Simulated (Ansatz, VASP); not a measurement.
## Al in VASP and in Ansatz

```
CELL_PARAMETERS angstrom
2.85354 0.00000 0.00000
-1.42677 2.47124 0.00000
0.00000 0.00000 9.38146
ATOMIC_POSITIONS crystal
Al 0.00000 0.00000 0.00000
Al 0.33333 0.66667 0.25000
Al 0.00000 0.00000 0.50000
Al 0.66667 0.33333 0.75000
```

Alike in both runs: functional PBE; k mesh 18 × 18 × 6; occupations gaussian, width 0.1 eV; no spin polarisation.

Ansatz relaxed the structure, and its values are those at the end. VASP's run is a single point on that final structure, the one shown.

```csv
,VASP,Ansatz
version,VASP 6.6.1,Ansatz 0.2.0
potentials or method,"VASP PAW PBE potentials, release 64 (Al), cutoff 520 eV","scalar-relativistic, plane waves, PAW"
valence electrons in the cell,12,12
```

```tsv
	VASP	Ansatz	Ansatz less VASP
gap on the k mesh at the Fermi level (eV)	none	none	-
pressure (GPa)	0.0	0.0	+0.01
```

A gap of «none» marks a metal or a gap that the smearing closes.
